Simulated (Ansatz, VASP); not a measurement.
# NaF in VASP and in Ansatz

```xyz
2
Lattice="0.0084 2.5397 2.5397 2.5397 0.0084 2.5397 2.5397 2.5397 0.0084" Properties=species:S:1:pos:R:3 pbc="T T T"
Na    0.0019    0.0019    0.0019
F     1.2700    1.2700    1.2700
```

Change from the starting cell: shear_111 strain +0.5%.

Alike in both runs: task single point; functional r2SCAN; k mesh 8 × 8 × 8; no spin polarisation.

|  | VASP | Ansatz |
| --- | --- | --- |
| version | VASP 6.6.1 | Ansatz 0.2.0 |
| potentials or method | VASP PAW PBE potentials, release 64 (Na_pv, F) | plane waves, PAW |
| plane-wave cutoff (eV) | 520 | 500 |
| occupations | gaussian, width 0.01 eV | fixed |
| valence electrons in the cell | 14 | 16 |

```tsv
	VASP	Ansatz	Ansatz less VASP
gap on the k mesh at the Fermi level (eV)	6.25	6.24	-0.017
pressure (GPa)	-0.5	-0.2	+0.36
```

VASP's potentials were made for PBE, not for r2SCAN. VASP's potentials hold 14 valence electrons a cell and Ansatz's 16, so a difference there can come from the potentials and not from the codes.
